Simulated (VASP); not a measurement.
# Al (Pm-3m) in VASP: single point with PBEsol

Aim: the single point of Al with PBEsol.

All numbers are computed with VASP 6.6.1; they aren't measurements. Logs are shortened: lines on timing, memory, paths and dates and some standing lists are left out, and cuts for length are marked.

## Step 1: The cell of the first run

The structure is cubic, space group Pm-3m (No. 221). Conventional cell: a = 4.627 Å, b = 4.627 Å, c = 4.627 Å, α = 90.00°, β = 90.00°, γ = 90.00°.

## Step 2: Single point, PBEsol

The input, INCAR:

```
SYSTEM = Al
PREC = Accurate ; ENCUT = 500
EDIFF = 1E-6 ; ISMEAR = 1
SIGMA = 0.1 ; LREAL = .FALSE.
LASPH = .TRUE. ; NELM = 120
ALGO = Normal ; ISIF = 2
LWAVE = .FALSE. ; LCHARG = .TRUE.
GGA = PS ; LELF = .TRUE.
LVHAR = .TRUE. ; NBANDS = 8
GGA_COMPAT = .FALSE.
```

The input, KPOINTS:

```
Automatic mesh
0
G
  5 5 5
  0 0 0
```

The input, POSCAR:

```
Al
1.0
    4.6265500000      0.0000000000      0.0000000000
    0.0000000000      4.6265500000      0.0000000000
    0.0000000000      0.0000000000      4.6265500000
Al
1
Direct
    0.0000000000      0.0000000000      0.0000000000
```

Potentials or basis: VASP PAW PBE potentials, release 64 (Al).

The run is started by

```
$ cat potpaw_PBE.64/Al/POTCAR > POTCAR
$ mpirun -np 1 vasp_std > vasp.out
```

OUTCAR:

```text
SYSTEM = Al
   PREC = Accurate
   ENCUT = 500
   EDIFF = 1E-6
   ISMEAR = 1
   LREAL = .FALSE.
   LASPH = .TRUE.
   NELM = 120
   ISIF = 2
   GGA = PS

 ion  position               nearest neighbor table
   1  0.000  0.000  0.000-

  LATTYP: Found a simple cubic cell.
 ALAT       =     4.6265500000

  Lattice vectors:

 A1 = (   4.6265500000,   0.0000000000,   0.0000000000)
 A2 = (   0.0000000000,   4.6265500000,   0.0000000000)
 A3 = (   0.0000000000,   0.0000000000,   4.6265500000)

Analysis of symmetry for initial positions (statically):
=====================================================================
 Subroutine PRICEL returns:
 Original cell was already a primitive cell.

 Routine SETGRP: Setting up the symmetry group for a
 simple cubic supercell.

 Subroutine GETGRP returns: Found 48 space group operations
 (whereof 48 operations were pure point group operations)
 out of a pool of 48 trial point group operations.

The static configuration has the point symmetry O_h .

Analysis of symmetry for dynamics (positions and initial velocities):
=====================================================================
 Subroutine PRICEL returns:
 Original cell was already a primitive cell.

 Routine SETGRP: Setting up the symmetry group for a
 simple cubic supercell.

 Subroutine GETGRP returns: Found 48 space group operations
 (whereof 48 operations were pure point group operations)
 out of a pool of 48 trial point group operations.

The dynamic configuration has the point symmetry O_h .

 Subroutine INISYM returns: Found 48 space group operations
 (whereof 48 operations are pure point group operations),
 and found     1 'primitive' translations

----------------------------------------------------------------------------------------

                                     Primitive cell

  volume of cell :      99.0311

  direct lattice vectors                    reciprocal lattice vectors
     4.626550000  0.000000000  0.000000000     0.216143779  0.000000000  0.000000000
     0.000000000  4.626550000  0.000000000     0.000000000  0.216143779  0.000000000
     0.000000000  0.000000000  4.626550000     0.000000000  0.000000000  0.216143779

  length of vectors
     4.626550000  4.626550000  4.626550000     0.216143779  0.216143779  0.216143779

  position of ions in fractional coordinates (direct lattice)
     0.000000000  0.000000000  0.000000000

  ion indices of the primitive-cell ions
   primitive index   ion index
                 1           1

----------------------------------------------------------------------------------------

 KPOINTS: Automatic mesh

Automatic generation of k-mesh.
 Grid dimensions read from file:
 generate k-points for:    5    5    5

 Generating k-lattice:

  Cartesian coordinates                     Fractional coordinates (reciprocal lattice)
     0.043228756  0.000000000  0.000000000     0.200000000  0.000000000  0.000000000
     0.000000000  0.043228756  0.000000000     0.000000000  0.200000000  0.000000000
     0.000000000  0.000000000  0.043228756     0.000000000  0.000000000  0.200000000

  Length of vectors
     0.043228756  0.043228756  0.043228756

  Shift w.r.t. Gamma in fractional coordinates (k-lattice)
     0.000000000  0.000000000  0.000000000

 Subroutine IBZKPT returns following result:
 ===========================================

 Found     10 irreducible k-points:

 Following reciprocal coordinates:
            Coordinates               Weight
  0.000000  0.000000  0.000000      1.000000
  0.200000  0.000000  0.000000      6.000000
  0.400000  0.000000  0.000000      6.000000
  0.200000  0.200000  0.000000     12.000000
  0.400000  0.200000  0.000000     24.000000
  0.400000  0.400000  0.000000     12.000000
  0.200000  0.200000  0.200000      8.000000
  0.400000  0.200000  0.200000     24.000000
  0.400000  0.400000  0.200000     24.000000
  0.400000  0.400000  0.400000      8.000000
   k-points           NKPTS =     10   k-points in BZ     NKDIM =     10   number of bands    NBANDS=      8
   number of dos      NEDOS =    301   number of ions     NIONS =      1
   total plane-waves  NPLWV =  46656
   dimension x,y,z NGX =    36 NGY =   36 NGZ =   36
   dimension x,y,z NGXF=    72 NGYF=   72 NGZF=   72
   ions per type =               1
   NGX,Y,Z   is equivalent  to a cutoff of  12.94, 12.94, 12.94 a.u.
   NGXF,Y,Z  is equivalent  to a cutoff of  25.87, 25.87, 25.87 a.u.
 SYSTEM =  Al
   PREC   = accura    normal or accurate (medium, high low for compatibility)
   ISTART =      0    job   : 0-new  1-cont  2-samecut
   ICHARG =      2    charge: 1-file 2-atom 10-const
   ISPIN  =      1    spin polarized calculation?
   LNONCOLLINEAR =      F non collinear calculations
   LSORBIT =      F    spin-orbit coupling
   LASPH  =      T    aspherical Exc in radial PAW
   ENCUT  =  500.0 eV  36.75 Ry    6.06 a.u.   8.44  8.44  8.44*2*pi/ulx,y,z
   NELM   =    120;   NELMIN=  2; NELMDL= -5     # of ELM steps
   EDIFF  = 0.1E-05   stopping-criterion for ELM
   LREAL  =      F    real-space projection
   EDIFFG = 0.1E-04   stopping-criterion for IOM
   NSW    =      0    number of steps for IOM
   IBRION =     -1    ionic relax: 0-MD 1-quasi-New 2-CG
   NFREE  =      0    steps in history (QN), initial steepest desc. (CG)
   ISIF   =      2    stress and relaxation
   ISYM   =      2    0-nonsym 1-usesym 2-fastsym
   POTIM  = 0.5000    time-step for ionic-motion
   TEBEG  =    0.0;   TEEND  =   0.0 temperature during run
   PSTRESS=    0.0 pullay stress
   NELECT =       3.0000    total number of electrons
   NUPDOWN=      -1.0000    fix difference up-down
   EMIN   =  10.00;   EMAX   =-10.00  energy-range for DOS
   EFERMI =   0.00;   METHOD = LEGACY
   ISMEAR =     1;   SIGMA  =   0.10  broadening in eV -4-tet -1-fermi 0-gaus
   EFERMI_NEDOS =   21; number of points for ismear=-14 and -15
   IALGO  =     38    algorithm
   IMIX   =      4    mixing-type and parameters
     AMIX     =   0.40;   BMIX     =  1.00
     AMIX_MAG =   1.60;   BMIX_MAG =  1.00
  volume/ion in A,a.u.               =      99.03       668.30
  Fermi-wavevector in a.u.,A,eV,Ry     =   0.510338  0.964399  3.543569  0.260445
  Thomas-Fermi vector in A             =   1.523291
   LORBIT       =      0    0 simple, 1 ext, 2 COOP (PROOUT), +10 PAW based schemes
   GGA     = PS    functional components
   LHFCALC =     F    Hartree Fock is set to
   AEXX    =    0.0000 exact exchange contribution
   IVDW    =     0    specifies the selected vdW correction
   LEPSILON=     F    determine dielectric tensor
   LRPA    =     F    only Hartree local field effects (RPA)
 non-spin polarized calculation
 Methfessel and Paxton  Order N= 1 SIGMA  =   0.10
  energy-cutoff  :      500.00
  volume of cell :       99.03
 maximum number of plane-waves:      2539
 NGX is ok and might be reduce to    36
   NGX = 17   NGY = 17   NGZ = 17

 number of electron       3.0000000 magnetization

 Free energy of the ion-electron system (eV)
  ---------------------------------------------------
  ext. energy  EPLUGINS =         0.00000000
  ---------------------------------------------------
  free energy    TOTEN  =        -1.08883847 eV

  energy without entropy =       -1.08906687  energy(sigma->0) =       -1.08891460

 E-fermi :  -1.2738     XC(G=0):  -4.8797

 val. band max:       -1.2889692874   @ k =   0.4000   0.4000   0.0000
 cond. band min:      -1.2241117150   @ k =   0.4000   0.4000   0.0000
 fundamental gap:      0.0648575725
 Fermi energy:        -1.2737810594

 k-point     1 :       0.0000    0.0000    0.0000
  band No.  band energies     occupation
      1      -6.2409      2.00000
      2       0.6002     -0.00000
      3       0.6002     -0.00000
      4       0.6002     -0.00000
      5       2.1806      0.00000
      6       3.5060      0.00000
      7       3.5060      0.00000
      8       8.3544      0.00000

 k-point     2 :       0.2000    0.0000    0.0000
  band No.  band energies     occupation
      1      -6.0952      2.00000
      2      -0.6226     -0.00000
      3       0.7128     -0.00000
      4       0.7128     -0.00000
      5       2.7494      0.00000
      6       3.7089      0.00000
      7       4.7400      0.00000
      8       6.8501      0.00000

 k-point     3 :       0.4000    0.0000    0.0000
  band No.  band energies     occupation
      1      -5.8080      2.00000
      2      -1.8040      2.00000
      3       0.9228      0.00000
      4       0.9228      0.00000
      5       3.4930      0.00000
      6       4.1600      0.00000
      7       4.9753      0.00000
      8       5.7194      0.00000

 k-point     4 :       0.2000    0.2000    0.0000
  band No.  band energies     occupation
      1      -5.9519      2.00000
      2      -0.5635     -0.00000
      3      -0.3551     -0.00000
      4       0.8216      0.00000
      5       3.2744      0.00000
      6       4.3428      0.00000
      7       5.1866      0.00000
      8       5.6938      0.00000

 k-point     5 :       0.4000    0.2000    0.0000
  band No.  band energies     occupation
      1      -5.6708      2.00000
      2      -1.6291      2.00001
      3      -0.1393     -0.00000
      4       1.0234      0.00000
      5       3.3737      0.00000
      6       4.0918      0.00000
      7       5.4809      0.00000
      8       5.9117      0.00000

 k-point     6 :       0.4000    0.4000    0.0000
  band No.  band energies     occupation
      1      -5.4049      2.00000
      2      -1.2890      1.25381
      3      -1.2241      0.26345
      4       1.2073      0.00000
      5       2.1132      0.00000
      6       4.5964      0.00000
      7       6.2845      0.00000
      8       6.4206      0.00000

 k-point     7 :       0.2000    0.2000    0.2000
  band No.  band energies     occupation
      1      -5.8110      2.00000
      2      -0.4846     -0.00000
      3      -0.2142     -0.00000
      4      -0.2142     -0.00000
      5       3.7882      0.00000
      6       5.0931      0.00000
      7       5.0931      0.00000
      8       5.8892      0.00000

 k-point     8 :       0.4000    0.2000    0.2000
  band No.  band energies     occupation
      1      -5.5357      2.00000
      2      -1.4588      2.02513
      3      -0.0630     -0.00000
      4       0.0615     -0.00000
      5       3.3325      0.00000
      6       4.1737      0.00000
      7       5.0932      0.00000
      8       5.8502      0.00000

 k-point     9 :       0.4000    0.4000    0.2000
  band No.  band energies     occupation
      1      -5.2746      2.00000
      2      -1.1305     -0.06101
      3      -1.0706     -0.01442
      4       0.2658     -0.00000
      5       2.3427      0.00000
      6       4.2629      0.00000
      7       4.4493      0.00000
      8       6.2291      0.00000

 k-point    10 :       0.4000    0.4000    0.4000
  band No.  band energies     occupation
      1      -5.0249      2.00000
      2      -0.8257     -0.00000
      3      -0.7629     -0.00000
      4      -0.7629     -0.00000
      5       2.7614      0.00000
      6       3.1372      0.00000
      7       3.1372      0.00000
      8       5.2771      0.00000

------------------------ aborting loop because EDIFF is reached ----------------------------------------

  FORCE on cell =-STRESS in cart. coord.  units (eV):
  Direction    XX          YY          ZZ          XY          YZ          ZX
  --------------------------------------------------------------------------------------
  -------------------------------------------------------------------------------------
  Total       -1.2918468     -1.2918468     -1.2918468     -0.0000000      0.0000000     -0.0000000
  in kB      -20.9001695    -20.9001695    -20.9001695     -0.0000000      0.0000000     -0.0000000
  external PRESSURE =     -20.9001695 kB  Pullay stress =       0.0000000 kB

 VOLUME and BASIS-vectors are now :
 -----------------------------------------------------------------------------
  energy-cutoff  :      500.00
  volume of cell :       99.03
      direct lattice vectors                 reciprocal lattice vectors
     4.626550000  0.000000000  0.000000000     0.216143779  0.000000000  0.000000000
     0.000000000  4.626550000  0.000000000     0.000000000  0.216143779  0.000000000
     0.000000000  0.000000000  4.626550000     0.000000000  0.000000000  0.216143779

 POSITION                                       TOTAL-FORCE (eV/Angst)
 -----------------------------------------------------------------------------------
      0.00000      0.00000      0.00000         0.000000      0.000000      0.000000
 -----------------------------------------------------------------------------------
    total drift:                               -0.000000     -0.000000     -0.000000

  FREE ENERGIE OF THE ION-ELECTRON SYSTEM (eV)
  ---------------------------------------------------
  free  energy   TOTEN  =        -1.0888384710 eV

  energy  without entropy=       -1.0890668681  energy(sigma->0) =       -1.08891460
```

It took 16 s on 1 thread of AMD EPYC 7R13, shared host; peak memory 0.16 GiB.

What came out:

| Property | Result |
| --- | --- |
| Free energy | -1.0888 eV |
| Pressure | -2.1 GPa |

Caveat: the PAW data sets were made with another functional, which shifts forces and pressure a little.
